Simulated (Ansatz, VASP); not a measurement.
Two plane-wave programs on Ge

```xyz
4
Lattice="3.7681 0.1410 0.0000 -1.7620 3.3338 0.0000 0.0000 0.0000 6.7438" Properties=species:S:1:pos:R:3 pbc="T T T"
Ge    2.1806    1.0575    0.3725
Ge   -0.1745    2.4172    3.7444
Ge    2.0296    1.1447    2.9995
Ge   -0.0235    2.3300    6.3714
```

Alike in both runs: task single point; functional PBE; k mesh 12 × 12 × 6; occupations gaussian, width 0.1 eV; no spin polarisation.

|  | VASP | Ansatz |
| --- | --- | --- |
| version | VASP 6.6.1 | Ansatz 0.2.0 |
| potentials or method | VASP PAW PBE potentials, release 64 (Ge_d), cutoff 520 eV | scalar-relativistic, plane waves, PAW |
| valence electrons in the cell | 56 | 56 |

```csv
,VASP,Ansatz,Ansatz less VASP
gap on the k mesh at the Fermi level (eV),none,none,-
pressure (GPa),11.1,11.2,+0.07
"traceless stress, the component that is largest in VASP (GPa)",12.84,12.90,+0.060
rms of the force components (eV/Å),1.927,1.933,+0.0063
```

Atom by atom the forces differ by 0.006 eV/Å (rms over components). A gap of «none» marks a metal or a gap that the smearing closes. With one functional, cell and mesh, what is left measures potentials, basis and numerics. Ansatz's warnings: structure snapped to symmetry.
